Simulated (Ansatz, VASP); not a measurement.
Ru in VASP and in Ansatz

```
CELL_PARAMETERS angstrom
2.68877 0.00000 0.00000
-1.34438 2.32854 0.00000
0.00000 0.00000 4.05117
ATOMIC_POSITIONS crystal
Ru 0.33333 0.66667 0.25000
Ru 0.66667 0.33333 0.75000
```

Alike in both runs: task single point; functional PBEsol; k mesh 21 × 21 × 12; occupations gaussian, width 0.15 eV; no spin polarisation.

|  | VASP | Ansatz |
| --- | --- | --- |
| version | VASP 6.6.1 | Ansatz 0.2.0 |
| potentials or method | VASP PAW PBE potentials, release 64 (Ru_pv), cutoff 520 eV | scalar-relativistic, plane waves, PAW |
| valence electrons in the cell | 28 | 32 |

```tsv
	VASP	Ansatz	Ansatz less VASP
gap on the k mesh at the Fermi level (eV)	none	none	-
pressure (GPa)	21.0	21.1	+0.05
traceless stress, the component that is largest in VASP (GPa)	18.20	18.21	+0.005
```

VASP's potentials were made for PBE, not for PBEsol, and Ansatz warns of the same on its side. A gap of «none» marks a metal or a gap that the smearing closes. VASP's potentials hold 28 valence electrons a cell and Ansatz's 32, so a difference there can come from the potentials and not from the codes.
